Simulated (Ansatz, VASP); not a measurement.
**One calculation of SiNi, two programs**

```
CELL_PARAMETERS angstrom
4.37679 0.00000 0.00000
0.00000 4.37679 0.00000
0.00000 0.00000 4.37679
ATOMIC_POSITIONS crystal
Si 0.65316 0.15316 0.34684
Si 0.15316 0.34684 0.65316
Si 0.34684 0.65316 0.15316
Si 0.84684 0.84684 0.84684
Ni 0.35003 0.85003 0.64997
Ni 0.85003 0.64997 0.35003
Ni 0.64997 0.35003 0.85003
Ni 0.14997 0.14997 0.14997
```

Alike in both runs: functional PBEsol; k mesh 8 × 8 × 8; occupations gaussian, width 0.1 eV; no spin polarisation.

Ansatz relaxed the structure, and its values are those at the end. VASP's run is a single point on that final structure, the one shown.

|  | VASP | Ansatz |
| --- | --- | --- |
| version | VASP 6.6.1 | Ansatz 0.2.0 |
| potentials or method | VASP PAW PBE potentials, release 64 (Si, Ni), cutoff 520 eV | scalar-relativistic, plane waves, PAW |
| valence electrons in the cell | 56 | 88 |

```csv
,VASP,Ansatz,Ansatz less VASP
gap on the k mesh at the Fermi level (eV),none,none,-
pressure (GPa),14.6,14.4,-0.23
```

VASP's potentials were made for PBE, not for PBEsol. A gap of «none» marks a metal or a gap that the smearing closes. The functional is the same, so the differences come from potentials, cutoffs and numerics. VASP's potentials hold 56 valence electrons a cell and Ansatz's 88, so a difference there can come from the potentials and not from the codes. Ansatz's warnings: stress scf threshold loose.
